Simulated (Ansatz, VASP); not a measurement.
One calculation of LiF, two programs

```
CELL_PARAMETERS angstrom
0.00000 1.93344 2.17512
1.93344 0.00000 2.17512
1.93344 1.93344 0.00000
ATOMIC_POSITIONS crystal
Li 0.00000 0.00000 0.00000
F 0.50000 0.50000 0.50000
```

Change from the starting cell: strain -0.040 along x and y, +0.080 along z, atoms carried along.

Alike in both runs: task single point; functional PBE; k mesh 10 × 10 × 10; occupations gaussian, width 0.05 eV; no spin polarisation.

|  | VASP | Ansatz |
| --- | --- | --- |
| version | VASP 6.6.1 | Ansatz 0.2.0 |
| potentials or method | VASP PAW PBE potentials, release 64 (Li_sv, F), cutoff 520 eV | scalar-relativistic, plane waves, PAW |
| valence electrons in the cell | 10 | 10 |

```tsv
	VASP	Ansatz	Ansatz less VASP
gap on the k mesh at the Fermi level (eV)	8.98	8.98	+0.001
least direct gap on the mesh (eV)	8.98	8.98	+0.001
```

Noted on VASP's run: the cutoff is short for stress, so the pressure is rough.
